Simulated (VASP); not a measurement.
Write the native input for VASP 6.6.1 that does the following.

```yaml
Task: single point
Functional: PBE
Potentials_or_basis: VASP PAW PBE potentials, release 64 (B, N)
Cutoff: 520 eV
k_mesh: 12 × 12 × 6
Occupations: gaussian, width 0.05 eV
Spin: no spin polarisation
Dipole_correction: no
Further_INCAR_settings: ALGO = Normal; EDIFF = 1e-07; NBANDS = 16
```

The structure of BN lies in POSCAR:

```
BN
1.0
    2.5539396017      0.0000000000      0.0000000000
   -1.2769698009      2.2117765748      0.0000000000
    0.0000000000      0.0000000000      4.2268550000
B N
2 2
Direct
    0.6666666667      0.3333333333      0.9642366223
    0.3333333333      0.6666666667      0.4997240000
    0.6666666667      0.3333333333      0.6252760000
    0.3333333333      0.6666666667      0.1252760000
```

This cell differs from its parent crystal: atom 1 (B) moved -0.150 Å along Cartesian [0 0 1].

These files were run (other wordings do the same):

INCAR

```
PREC     = Accurate       # precision mode
ENCUT    = 520            # plane-wave cutoff, eV
EDIFF    = 1E-7           # SCF threshold, eV
ISMEAR   = 0              # smearing method
SIGMA    = 0.05           # smearing width, eV
LREAL    = F              # projectors in reciprocal space
LASPH    = T              # aspherical terms in the spheres
NELM     = 60             # most SCF steps
ALGO     = Normal         # electronic algorithm
ISIF     = 2              # what is computed and relaxed
LWAVE    = F              # write WAVECAR
LCHARG   = T              # write CHGCAR
GGA      = PE             # functional
LELF     = T              # ELF
LVHAR    = T            
NBANDS   = 16             # bands
```

KPOINTS

```
Automatic mesh
0
Gamma
  12 12 6
```

Potentials or basis: VASP PAW PBE potentials, release 64 (B, N).

Launch:

```console
$ cat potpaw_PBE.64/B/POTCAR potpaw_PBE.64/N/POTCAR > POTCAR
$ mpirun -np 1 vasp_std > vasp.out
```

It gave:

The pressure is 3.8 GPa and the largest force is 6.557 eV/Å. The band gap on the k mesh is 3.67 eV (least direct gap 7.27 eV).

Caveat: the cell differs from its parent crystal (atom 1 (B) moved -0.150 Å along Cartesian [0 0 1]); the cell stands under pressure; forces of over 1 eV/Å act on the atoms, so gaps and moduli don't describe the material at rest.

It took 23 s on 1 thread of Intel(R) Xeon(R) Platinum 8488C (Sapphire Rapids), with other jobs on the host, peak memory 0.15 GiB.
